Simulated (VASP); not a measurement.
Here is a VASP 6.6.1 calculation.

The input INCAR:

```
  ALGO = Normal
  EDIFF = 1E-7
  ENCUT = 520
  GGA = PE
  ISIF = 2
  ISMEAR = -1
  LASPH = T
  LCHARG = F
  LREAL = F
  LWAVE = F
  NBANDS = 10
  NELM = 60
  PREC = Accurate
  SIGMA = 0.1
```

KPOINTS

```
k-points
0
Gamma
  13 13 13
```

Contents of POSCAR:

```
I
1.0
   -2.0829554915      2.0829554915      2.0829554915
    2.0829554915     -2.0829554915      2.0829554915
    2.0829554915      2.0829554915     -2.0829554915
I
1
Direct
    0.0000000000      0.0000000000      0.0000000000
```

Potentials or basis: VASP PAW PBE potentials, release 64 (I).

Launch:

```bash
$ cat potpaw_PBE.64/I/POTCAR > POTCAR
$ mpirun -np 1 vasp_std > vasp.out
```

**Question.** What does it give for the pressure?

**Answer.** 0.0 GPa.

Caveat: an odd number of electrons without spin polarisation forces a metal; a magnetic or distorted state may lie lower.
